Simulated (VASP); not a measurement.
# W (Fm-3m) in VASP: notebook

Runs on W. Level: revPBE. Tasks: relaxation of cell and atoms, single point.

Program: VASP 6.6.1. These are calculated values, not measurements. Logs are shortened: lines on timing, memory, paths and dates and some standing lists are left out, and cuts for length are marked.

### 1 The cell of the first run

Symmetry: Fm-3m, No. 225, cubic system. Conventional cell: a = 3.987 Å, b = 3.987 Å, c = 3.987 Å, α = 90.00°, β = 90.00°, γ = 90.00°. Within 3.7 Å of W (site symmetry m-3m) lie 12 W at 2.82 Å.

### 2 Relaxation of cell and atoms, revPBE

Contents of INCAR:

```
SYSTEM = W
PREC = Accurate
ENCUT = 600
EDIFF = 1E-6
ISMEAR = -1
SIGMA = 0.1
LREAL = .FALSE.
LASPH = .TRUE.
NELM = 100
ALGO = Normal
ISIF = 3
LWAVE = .FALSE.
LCHARG = .FALSE.
GGA = RE
IBRION = 2
NSW = 80
EDIFFG = -0.01
```

Contents of KPOINTS:

```
regular mesh
0
G
  14 14 14
  0 0 0
```

Contents of POSCAR:

```
W
1.0
    0.0000000000      1.9936234741      1.9936234741
    1.9936234741      0.0000000000      1.9936234741
    1.9936234741      1.9936234741      0.0000000000
W
1
Direct
    0.0000000000      0.0000000000      0.0000000000
```

Potentials or basis: VASP PAW PBE potentials, release 64 (W_sv).

The run is started by

```sh
$ cat potpaw_PBE.64/W_sv/POTCAR > POTCAR
$ mpirun -np 1 vasp_std > vasp.out
```

OUTCAR:

```text
SYSTEM = W
   PREC = Accurate
   ENCUT = 600
   EDIFF = 1E-6
   ISMEAR = -1
   LREAL = .FALSE.
   LASPH = .TRUE.
   NELM = 100
   ISIF = 3
   GGA = RE
   IBRION = 2
   NSW = 80
   EDIFFG = -0.01

 ion  position               nearest neighbor table
   1  0.000  0.000  0.000-

  LATTYP: Found a face centered cubic cell.
 ALAT       =     3.9872469482

  Lattice vectors:

 A1 = (   0.0000000000,   1.9936234741,   1.9936234741)
 A2 = (   1.9936234741,   0.0000000000,   1.9936234741)
 A3 = (   1.9936234741,   1.9936234741,   0.0000000000)

Analysis of symmetry for initial positions (statically):
=====================================================================
 Subroutine PRICEL returns:
 Original cell was already a primitive cell.

 Routine SETGRP: Setting up the symmetry group for a
 face centered cubic supercell.

 Subroutine GETGRP returns: Found 48 space group operations
 (whereof 48 operations were pure point group operations)
 out of a pool of 48 trial point group operations.

The static configuration has the point symmetry O_h .

Analysis of symmetry for dynamics (positions and initial velocities):
=====================================================================
 Subroutine PRICEL returns:
 Original cell was already a primitive cell.

 Routine SETGRP: Setting up the symmetry group for a
 face centered cubic supercell.

 Subroutine GETGRP returns: Found 48 space group operations
 (whereof 48 operations were pure point group operations)
 out of a pool of 48 trial point group operations.

The dynamic configuration has the point symmetry O_h .

 Subroutine INISYM returns: Found 48 space group operations
 (whereof 48 operations are pure point group operations),
 and found     1 'primitive' translations

----------------------------------------------------------------------------------------

                                     Primitive cell

  volume of cell :      15.8475

  direct lattice vectors                    reciprocal lattice vectors
     0.000000000  1.993623474  1.993623474    -0.250799615  0.250799615  0.250799615
     1.993623474  0.000000000  1.993623474     0.250799615 -0.250799615  0.250799615
     1.993623474  1.993623474  0.000000000     0.250799615  0.250799615 -0.250799615

  length of vectors
     2.819409355  2.819409355  2.819409355     0.434397676  0.434397676  0.434397676

  position of ions in fractional coordinates (direct lattice)
     0.000000000  0.000000000  0.000000000

  ion indices of the primitive-cell ions
   primitive index   ion index
                 1           1

----------------------------------------------------------------------------------------

 KPOINTS: regular mesh

Automatic generation of k-mesh.
 Grid dimensions read from file:
 generate k-points for:   14   14   14

 Generating k-lattice:

  Cartesian coordinates                     Fractional coordinates (reciprocal lattice)
    -0.017914258  0.017914258  0.017914258     0.071428571  0.000000000  0.000000000
     0.017914258 -0.017914258  0.017914258     0.000000000  0.071428571  0.000000000
     0.017914258  0.017914258 -0.017914258     0.000000000  0.000000000  0.071428571

  Length of vectors
     0.031028405  0.031028405  0.031028405

  Shift w.r.t. Gamma in fractional coordinates (k-lattice)
     0.000000000  0.000000000  0.000000000

 Subroutine IBZKPT returns following result:
 ===========================================

 Found    104 irreducible k-points:

 Following reciprocal coordinates:
            Coordinates               Weight
  0.000000  0.000000  0.000000      1.000000
  0.071429  0.000000  0.000000      8.000000
  0.142857  0.000000  0.000000      8.000000
  0.214286  0.000000  0.000000      8.000000
  0.285714  0.000000  0.000000      8.000000
  0.357143  0.000000  0.000000      8.000000
[... 16 lines left out ...]
  0.214286  0.142857  0.000000     24.000000
  0.285714  0.142857  0.000000     24.000000
 [... further k-points ...]
   k-points           NKPTS =    104   k-points in BZ     NKDIM =    104   number of bands    NBANDS=     11
   number of dos      NEDOS =    301   number of ions     NIONS =      1
   total plane-waves  NPLWV =  13824
   dimension x,y,z NGX =    24 NGY =   24 NGZ =   24
   dimension x,y,z NGXF=    48 NGYF=   48 NGZF=   48
   ions per type =               1
   NGX,Y,Z   is equivalent  to a cutoff of  14.15, 14.15, 14.15 a.u.
   NGXF,Y,Z  is equivalent  to a cutoff of  28.30, 28.30, 28.30 a.u.
 SYSTEM =  W
   PREC   = accura    normal or accurate (medium, high low for compatibility)
   ISTART =      0    job   : 0-new  1-cont  2-samecut
   ICHARG =      2    charge: 1-file 2-atom 10-const
   ISPIN  =      1    spin polarized calculation?
   LNONCOLLINEAR =      F non collinear calculations
   LSORBIT =      F    spin-orbit coupling
   LASPH  =      T    aspherical Exc in radial PAW
   ENCUT  =  600.0 eV  44.10 Ry    6.64 a.u.   5.63  5.63  5.63*2*pi/ulx,y,z
   NELM   =    100;   NELMIN=  2; NELMDL= -5     # of ELM steps
   EDIFF  = 0.1E-05   stopping-criterion for ELM
   LREAL  =      F    real-space projection
   EDIFFG = -.1E-01   stopping-criterion for IOM
   NSW    =     80    number of steps for IOM
   IBRION =      2    ionic relax: 0-MD 1-quasi-New 2-CG
   NFREE  =      1    steps in history (QN), initial steepest desc. (CG)
   ISIF   =      3    stress and relaxation
   ISYM   =      2    0-nonsym 1-usesym 2-fastsym
   POTIM  = 0.5000    time-step for ionic-motion
   TEBEG  =    0.0;   TEEND  =   0.0 temperature during run
   PSTRESS=    0.0 pullay stress
   NELECT =      14.0000    total number of electrons
   NUPDOWN=      -1.0000    fix difference up-down
   EMIN   =  10.00;   EMAX   =-10.00  energy-range for DOS
   EFERMI =   0.00;   METHOD = LEGACY
   ISMEAR =    -1;   SIGMA  =   0.10  broadening in eV -4-tet -1-fermi 0-gaus
   EFERMI_NEDOS =   21; number of points for ismear=-14 and -15
   IALGO  =     38    algorithm
   IMIX   =      4    mixing-type and parameters
     AMIX     =   0.40;   BMIX     =  1.00
     AMIX_MAG =   1.60;   BMIX_MAG =  1.00
  volume/ion in A,a.u.               =      15.85       106.94
  Fermi-wavevector in a.u.,A,eV,Ry     =   1.570837  2.968451 33.572756  2.467528
  Thomas-Fermi vector in A             =   2.672510
   LORBIT       =      0    0 simple, 1 ext, 2 COOP (PROOUT), +10 PAW based schemes
   GGA     = RE    functional components
   LHFCALC =     F    Hartree Fock is set to
   AEXX    =    0.0000 exact exchange contribution
   IVDW    =     0    specifies the selected vdW correction
   LEPSILON=     F    determine dielectric tensor
   LRPA    =     F    only Hartree local field effects (RPA)
 conjugate gradient relaxation of ions
 non-spin polarized calculation
  energy-cutoff  :      600.00
  volume of cell :       15.85
 maximum number of plane-waves:       544
   NGX = 11   NGY = 11   NGZ = 11

--------------------------------------- Ionic step        1  -------------------------------------------

 number of electron      13.9999999 magnetization

 Free energy of the ion-electron system (eV)
  ---------------------------------------------------
  ext. energy  EPLUGINS =         0.00000000
  ---------------------------------------------------
  free energy    TOTEN  =       -12.01846081 eV

  energy without entropy =      -11.98012320  energy(sigma->0) =      -11.99929201

------------------------ aborting loop because EDIFF is reached ----------------------------------------

  FORCE on cell =-STRESS in cart. coord.  units (eV):
  Direction    XX          YY          ZZ          XY          YZ          ZX
  --------------------------------------------------------------------------------------
  -------------------------------------------------------------------------------------
  Total        1.4864860      1.4864860      1.4864860      0.0000000     -0.0000000      0.0000000
  in kB      150.2837375    150.2837375    150.2837375      0.0000000     -0.0000000      0.0000000
  external PRESSURE =     150.2837375 kB  Pullay stress =       0.0000000 kB
[... 20 lines left out ...]
  energy  without entropy=      -11.9801232016  energy(sigma->0) =      -11.99929201

--------------------------------------- Ionic step        2  -------------------------------------------

 number of electron      14.0000000 magnetization

 E-fermi :   8.3622     XC(G=0): -12.4551

 val. band max:        8.3470384837   @ k =  -0.4286   0.3571   0.0000
 cond. band min:       8.3678710508   @ k =   0.5000   0.0714   0.0000
 fundamental gap:      0.0208325672
 Fermi energy:         8.3621722369

 k-point     1 :       0.0000    0.0000    0.0000
  band No.  band energies     occupation
      1     -65.7224      2.00000
      2     -29.5107      2.00000
      3     -29.5107      2.00000
      4     -29.5107      2.00000
      5       0.2636      2.00000
      6       7.9466      1.96914
      7       7.9466      1.96914
      8       7.9466      1.96914
      9      10.3793      0.00000
     10      10.3793      0.00000
     11      20.8307      0.00000
[... 389 lines left out ...]
  energy  without entropy=      -12.0131940003  energy(sigma->0) =      -12.03359814

--------------------------------------- Ionic step        4  -------------------------------------------

 number of electron      14.0000002 magnetization

 Free energy of the ion-electron system (eV)
  ---------------------------------------------------
  ext. energy  EPLUGINS =         0.00000000
  ---------------------------------------------------
  free energy    TOTEN  =       -12.05415946 eV

  energy without entropy =      -12.01349776  energy(sigma->0) =      -12.03382861

 E-fermi :  10.3627     XC(G=0): -13.3182

 val. band max:       10.3586387998   @ k =  -0.1429   0.0714   0.0000
 cond. band min:      10.3834487153   @ k =   0.2143   0.1429   0.0714
 fundamental gap:      0.0248099155
 Fermi energy:        10.3626717288

 k-point     1 :       0.0000    0.0000    0.0000
  band No.  band energies     occupation
      1     -63.3652      2.00000
      2     -27.0116      2.00000
      3     -27.0116      2.00000
      4     -27.0116      2.00000
      5       1.4388      2.00000
      6       9.8221      1.99105
      7       9.8221      1.99105
      8       9.8221      1.99105
      9      12.8918      0.00000
     10      12.8918      0.00000
     11      23.0980      0.00000
[... 350 lines left out ...]
  FREE ENERGIE OF THE ION-ELECTRON SYSTEM (eV)
  ---------------------------------------------------
  free  energy   TOTEN  =       -12.0541594572 eV

  energy  without entropy=      -12.0134977557  energy(sigma->0) =      -12.03382861

 reached required accuracy - stopping structural energy minimisation
```

Wall time 64 s (1 thread of Intel Xeon 8259CL, shared host); peak memory 0.17 GiB.

What came out:

* Free energy: -12.0542 eV
* Relaxed volume: 16.65 Å³/atom
* Relaxed cell: a = 2.866 Å, b = 2.866 Å, c = 2.866 Å, α = 60.00°, β = 60.00°, γ = 60.00°
* Space group after relaxing (to 0.05 Å): Fm-3m (No. 225)
* Energy gained by relaxing: 35.7 meV/atom
* Ionic steps: 4
* Pressure after relaxing: -0.1 GPa
* Band gap on the k mesh: zero (band 7 reaches 13.31 eV, above the bottom of band 8 at 9.82 eV)

Step by step:
```csv
step,energy change (eV),largest force (eV/Å),pressure (GPa),volume (Å³)
1,0.0000,0.0000,15.03,15.85
2,0.2892,0.0000,-31.61,19.51
3,-0.0355,0.0000,-0.90,16.70
4,-0.0357,0.0000,-0.07,16.65
```

Final structure:
```xyz
1
Lattice="0.0000 2.0265 2.0265 2.0265 0.0000 2.0265 2.0265 2.0265 0.0000" Properties=species:S:1:pos:R:3 pbc="T T T"
W     0.0000    0.0000    0.0000
```

Levels at points of the mesh, in eV from the Fermi level:
| k point | band 4 | band 5 | band 6 | band 7 | band 8 | band 9 | band 10 | band 11 |
| --- | --- | --- | --- | --- | --- | --- | --- | --- |
| (0.00, 0.00, 0.00) | -37.37 | -8.92 | -0.54 | -0.54 | -0.54 | 2.53 | 2.53 | 12.74 |
| (0.50, 0.00, 0.00) | -37.52 | -5.53 | -0.75 | -0.75 | 0.56 | 4.94 | 4.94 | 10.09 |
| (0.50, 0.50, 0.00) | -37.77 | -5.39 | -4.43 | 2.95 | 4.92 | 5.65 | 5.65 | 11.61 |

Caveat: the PAW data sets were made with another functional, which shifts forces and pressure a little; spin-orbit coupling is left out, which moves the levels of the heavy elements.

### 3 Single point, revPBE

This run uses another cell than the first one, of 16.61 Å³/atom, 1.048 times its volume.

Contents of INCAR:

```
SYSTEM = W
PREC = Accurate ; ENCUT = 520
EDIFF = 1E-7 ; ISMEAR = -1
SIGMA = 0.1 ; LREAL = .False.
LASPH = .True. ; NELM = 80
ALGO = Normal ; ISIF = 2
LWAVE = .False. ; LCHARG = .True.
GGA = RE ; LELF = .True.
LVHAR = .True. ; NBANDS = 13
```

Contents of KPOINTS:

```
Automatic mesh
0
Gamma
  22 22 22
  0 0 0
```

Contents of POSCAR:

```
W
1.0
    0.0000000000      2.0251994825      2.0251994825
    2.0251994825      0.0000000000      2.0251994825
    2.0251994825      2.0251994825      0.0000000000
W
1
Direct
    0.0000000000      0.0000000000      0.0000000000
```

Potentials or basis: VASP PAW PBE potentials, release 64 (W_sv).

The run is started by

```sh
$ cat potpaw_PBE.64/W_sv/POTCAR > POTCAR
$ mpirun -np 1 vasp_std > vasp.out
```

OUTCAR:

```text
SYSTEM = W
   PREC = Accurate
   ENCUT = 520
   EDIFF = 1E-7
   ISMEAR = -1
   LREAL = .False.
   LASPH = .True.
   NELM = 80
   ISIF = 2
   GGA = RE

 ion  position               nearest neighbor table
   1  0.000  0.000  0.000-

  LATTYP: Found a face centered cubic cell.
 ALAT       =     4.0503989650

  Lattice vectors:

 A1 = (   0.0000000000,   2.0251994825,   2.0251994825)
 A2 = (   2.0251994825,   0.0000000000,   2.0251994825)
[... 562 lines left out ...]
     12      23.0477      0.00000
     13      28.8334      0.00000

 [... further k-points ...]

------------------------ aborting loop because EDIFF is reached ----------------------------------------

  FORCE on cell =-STRESS in cart. coord.  units (eV):
  Direction    XX          YY          ZZ          XY          YZ          ZX
  --------------------------------------------------------------------------------------
  -------------------------------------------------------------------------------------
  Total        0.0334168      0.0334168      0.0334168     -0.0000000      0.0000000     -0.0000000
  in kB        3.2228660      3.2228660      3.2228660     -0.0000000      0.0000000     -0.0000000
  external PRESSURE =       3.2228660 kB  Pullay stress =       0.0000000 kB

 VOLUME and BASIS-vectors are now :
 -----------------------------------------------------------------------------
  energy-cutoff  :      520.00
  volume of cell :       16.61
      direct lattice vectors                 reciprocal lattice vectors
     0.000000000  2.025199483  2.025199483    -0.246889259  0.246889259  0.246889259
     2.025199483  0.000000000  2.025199483     0.246889259 -0.246889259  0.246889259
     2.025199483  2.025199483  0.000000000     0.246889259  0.246889259 -0.246889259

 POSITION                                       TOTAL-FORCE (eV/Angst)
 -----------------------------------------------------------------------------------
      0.00000      0.00000      0.00000         0.000000      0.000000      0.000000
 -----------------------------------------------------------------------------------
    total drift:                                0.000000      0.000000      0.000000

  FREE ENERGIE OF THE ION-ELECTRON SYSTEM (eV)
  ---------------------------------------------------
  free  energy   TOTEN  =       -12.0534262857 eV

  energy  without entropy=      -12.0128029547  energy(sigma->0) =      -12.03311462
```

OSZICAR:

```text
N       E                     dE             d eps       ncg     rms          rms(c)
DAV:   1     0.863864337622E+02    0.86386E+02   -0.74332E+03  8549   0.122E+03
DAV:   2    -0.109339717225E+02   -0.97320E+02   -0.93613E+02  9488   0.317E+02
DAV:   3    -0.126507568176E+02   -0.17168E+01   -0.17063E+01  9418   0.405E+01
DAV:   4    -0.126584222910E+02   -0.76655E-02   -0.76648E-02  9588   0.299E+00
DAV:   5    -0.126584905904E+02   -0.68299E-04   -0.68300E-04  9583   0.267E-01    0.183E+01
DAV:   6    -0.121765368563E+02    0.48195E+00   -0.42679E-01  9073   0.867E+00    0.709E+00
DAV:   7    -0.120572492879E+02    0.11929E+00   -0.20854E-01  9528   0.573E+00    0.597E-01
DAV:   8    -0.120534586781E+02    0.37906E-02   -0.40638E-03  8603   0.811E-01    0.719E-02
DAV:   9    -0.120534277792E+02    0.30899E-04   -0.11124E-04 10013   0.127E-01    0.394E-02
DAV:  10    -0.120534255408E+02    0.22384E-05   -0.14243E-05  9098   0.493E-02    0.460E-03
DAV:  11    -0.120534264289E+02   -0.88811E-06   -0.27343E-07  8860   0.653E-03    0.720E-04
DAV:  12    -0.120534262642E+02    0.16476E-06   -0.79858E-09  5219   0.108E-03    0.115E-04
DAV:  13    -0.120534262857E+02   -0.21548E-07   -0.55966E-10  4484   0.331E-04
   1 F= -.12053426E+02 E0= -.12033115E+02  d E =-.406233E-01
```

It took 92 s on 1 thread of Intel Xeon 8259CL, shared host; peak memory 0.19 GiB.

What came out:

| Quantity | Value |
| --- | --- |
| Free energy | -12.0534 eV |
| Pressure | 0.3 GPa |
| Band gap on the k mesh | zero (band 7 reaches 13.35 eV, above the bottom of band 8 at 9.85 eV) |

Caveat: the PAW data sets were made with another functional, which shifts forces and pressure a little; spin-orbit coupling is left out, which moves the levels of the heavy elements.
